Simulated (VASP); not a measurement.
Crystal: BN.

```
B N
1.0
     2.54395    0.00000    0.00000
    -1.27197    2.20312    0.00000
     0.00000    0.00000    4.20782
B N
2 2
Direct
  0.66667 0.33333 0.00020
  0.33333 0.66667 0.50020
  0.66667 0.33333 0.37480
  0.33333 0.66667 0.87480
```

Program: VASP 6.6.1. Alike in all runs: task single point; no spin polarisation; cell as given; k mesh 12 × 12 × 6.

Q: Order these runs on this cell by their band gap on the k mesh, lowest first.
A. level PBE; potentials or basis VASP PAW PBE potentials, release 64 (B, N); cutoff (eV) 520; smearing fermi-dirac 0.02 eV
B. level r2SCAN; potentials or basis VASP PAW PBE potentials, release 64 (B_h, N_h); cutoff (eV) 910; smearing gaussian 0.01 eV; second run hard_potentials
C. level LDA; potentials or basis VASP PAW LDA potentials, release 64 (B, N); cutoff (eV) 520; smearing gaussian 0.01 eV

A: C (4.96 eV), A (5.19 eV), B (5.74 eV).

A k mesh can miss the band edges.
